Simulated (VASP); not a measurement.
A run of VASP 6.6.1:

INCAR

```
SYSTEM = Te
PREC = Accurate ; ENCUT = 520
EDIFF = 1E-6 ; ISMEAR = -1
SIGMA = 0.08 ; LREAL = .FALSE.
LASPH = .TRUE. ; NELM = 60
ALGO = Normal ; ISIF = 2
LWAVE = .FALSE. ; LCHARG = .TRUE.
GGA = PE ; LELF = .TRUE.
LVHAR = .TRUE. ; NBANDS = 13
```

The input KPOINTS:

```
Automatic mesh
0
G
  15 15 15
  0 0 0
```

File POSCAR:

```
Te
1.0
   -2.9966109720      2.9966109720      1.5230464795
    2.9966109720     -2.9966109720      1.5230464795
    2.9966109720      2.9966109720     -1.5230464795
Te
2
Direct
   -0.3750000000     -0.1250000000     -0.2500000000
    0.3750000000      0.1250000000      0.2500000000
```

Potentials or basis: VASP PAW PBE potentials, release 64 (Te).

The run is started by

```sh
$ cat potpaw_PBE.64/Te/POTCAR > POTCAR
$ mpirun -np 1 vasp_std > vasp.out
```

Hardware: 1 thread of Intel(R) Xeon(R) Platinum 8488C (Sapphire Rapids) (shared host).

How long does it take, and how much memory?

It took 82 s on 1 thread of Intel(R) Xeon(R) Platinum 8488C (Sapphire Rapids), on a shared host, peak memory 0.32 GiB. Counts: scf iterations 10, k points 288.
